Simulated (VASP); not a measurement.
Set up this calculation in VASP 6.6.1, as the native input.

| Quantity | Value |
| --- | --- |
| Task | single point |
| Functional | PBE |
| Potentials or basis | VASP PAW PBE potentials, release 64 (Pt, H) |
| Cutoff | 520 eV |
| k mesh | 6 × 6 × 1 |
| Occupations | gaussian, width 0.1 eV |
| Spin | no spin polarisation |
| Dipole correction | yes |
| Further INCAR settings | ALGO = Normal; EDIFF = 1e-06; NBANDS = 74 |

The structure of HPt6 lies in POSCAR:

```
HPt6
1.0
    5.6145835605      0.0000000000      0.0000000000
   -2.8072917802      4.8623719950      0.0000000000
    0.0000000000      0.0000000000     22.6197373747
Pt H
12 2
Direct
    0.3333333333      0.1666666667      0.1768367127
    0.3333333333      0.6666666667      0.1768367127
    0.8333333333      0.1666666667      0.1768367127
    0.8333333333      0.6666666667      0.1768367127
    0.1666666667      0.3333333333      0.2789580515
    0.1666666667      0.8333333333      0.2789580515
    0.6666666667      0.3333333333      0.2789580515
    0.6666666667      0.8333333333      0.2789580515
    0.0000000000      0.0000000000      0.3810715055
    0.0000000000      0.5000000000      0.3810715055
    0.5000000000      0.0000000000      0.3810715055
    0.5000000000      0.5000000000      0.3810715055
    0.2114385736      0.4228771471      0.4575533837
    0.2885614264      0.5771228529      0.4575533837
```

These files were run (other wordings do the same):

INCAR

```
PREC     = Accurate       # precision mode
ENCUT    = 520            # plane-wave cutoff, eV
EDIFF    = 1E-6           # SCF threshold, eV
ISMEAR   = 0              # smearing method
SIGMA    = 0.1            # smearing width, eV
LREAL    = F              # projectors in reciprocal space
LASPH    = T              # aspherical terms in the spheres
NELM     = 60             # most SCF steps
ALGO     = Normal         # electronic algorithm
ISIF     = 2              # what is computed and relaxed
LWAVE    = F              # write WAVECAR
LCHARG   = F              # write CHGCAR
LDIPOL   = T            
IDIPOL   = 3            
DIPOL    = 0.5 0.5 0.304
GGA      = PE             # functional
NBANDS   = 74             # bands
```

KPOINTS

```
Automatic mesh
0
Gamma
  6 6 1
```

Potentials or basis: VASP PAW PBE potentials, release 64 (Pt, H).

Command:

```sh
$ cat potpaw_PBE.64/Pt/POTCAR potpaw_PBE.64/H/POTCAR > POTCAR
$ mpirun -np 1 vasp_std > vasp.out
```

Results of the run:

- Largest force: 1.693 eV/Å
- Band gap on the k mesh: zero (bands 61 and 62 overlap by 0.76 eV)

Caveat: spin-orbit coupling is left out, which moves the levels of the heavy elements.

Wall time 50 min on 1 thread of Intel Xeon 8259CL, with other jobs on the host, peak memory 0.9 GiB.
